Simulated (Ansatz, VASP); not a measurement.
## LiH in VASP and in Ansatz

File INCAR:

```
SYSTEM = LiH
PREC     = Accurate       ! precision mode
ENCUT    = 520            ! plane-wave cutoff, eV
EDIFF    = 1E-7           ! SCF threshold, eV
ISMEAR   = -1             ! smearing method
SIGMA    = 0.03           ! smearing width, eV
LREAL    = .False.        ! projectors in reciprocal space
LASPH    = .True.         ! aspherical terms in the spheres
NELM     = 100            ! most SCF steps
ALGO     = Normal         ! electronic algorithm
ISIF     = 2              ! what is computed and relaxed
LWAVE    = .False.        ! write WAVECAR
LCHARG   = .False.        ! write CHGCAR
GGA      = PE             ! functional
NBANDS   = 9              ! bands
```

The input KPOINTS:

```
regular mesh
0
Gamma
  15 15 15
  0 0 0
```

POSCAR

```
LiH
1.0
    0.0000000000      2.0325000000      2.0325000000
    2.0325000000      0.0000000000      2.0325000000
    2.0325000000      2.0325000000      0.0000000000
Li H
1 1
Direct
    0.0000000000      0.0000000000      0.0000000000
    0.5000000000      0.5000000000      0.5000000000
```

Input for Ansatz:

```yaml
crystal:
  lattice:
    - [0.0, 2.0325, 2.0325]
    - [2.0325, 0.0, 2.0325]
    - [2.0325, 2.0325, 0.0]
  atoms:
    - { symbol: Li, position: [0.0, 0.0, 0.0] }
    - { symbol: H, position: [0.5, 0.5, 0.5] }
kpoints:
  mp_grid: { grid: [15, 15, 15] }
scf:
  occupations: { method: fermi_dirac, width: 0.03 }
hamiltonian:
  xc: pbe
  pseudopotentials: { kind: all_electron, lapw: { basis_error: 0.001 } }
output:
  forces: true
  stress: true
  eigenvalues: true
```

Alike in both runs: task single point; functional PBE; k mesh 15 × 15 × 15; occupations fermi-dirac, width 0.03 eV; no spin polarisation.

|  | VASP | Ansatz |
| --- | --- | --- |
| version | VASP 6.6.1 | Ansatz 0.2.0 |
| potentials or method | VASP PAW PBE potentials, release 64 (Li_sv, H), cutoff 520 eV | all-electron LAPW, scalar-relativistic |

```csv
,VASP,Ansatz,Ansatz less VASP
gap on the k mesh at the Fermi level (eV),3.11,3.11,+0.005
```

Ansatz ran all-electron here, and VASP with PAW potentials.

Noted on VASP's run: the cutoff is short for stress, so the pressure is rough.
